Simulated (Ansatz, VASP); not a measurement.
# Two plane-wave programs on Si3O2

```
CELL_PARAMETERS angstrom
2.76758 0.00000 0.00000
0.00000 2.76758 0.00000
0.00000 0.00000 8.39294
ATOMIC_POSITIONS crystal
Si 0.00000 0.00000 0.30290
Si 0.00000 0.00000 0.69710
Si 0.00000 0.00000 0.00000
O 0.00000 0.00000 0.50000
O 0.50000 0.50000 0.00000
```

Alike in both runs: functional PBE; k mesh 6 × 6 × 2; occupations gaussian, width 0.1 eV; no spin polarisation.

Ansatz relaxed the structure, and its values are those at the end. VASP's run is a single point on that final structure, the one shown.

```csv
,VASP,Ansatz
version,VASP 6.6.1,Ansatz 0.2.0
potentials or method,"VASP PAW PBE potentials, release 64 (Si, O), cutoff 520 eV","scalar-relativistic, plane waves, PAW"
valence electrons in the cell,24,24
```

Ansatz gave:

```
gap on the k mesh at the Fermi level (eV) : none
pressure (GPa)                            : -0.1
rms of the force components (eV/Å)        : 0.002
```

**Question.** Which values does VASP return?

**Answer.** gap on the k mesh at the Fermi level (eV): none; pressure (GPa): 0.0; rms of the force components (eV/Å): 0.014.

A gap of «none» marks a metal or a gap that the smearing closes.

The k mesh is coarse, so the values compare programs but aren't converged.
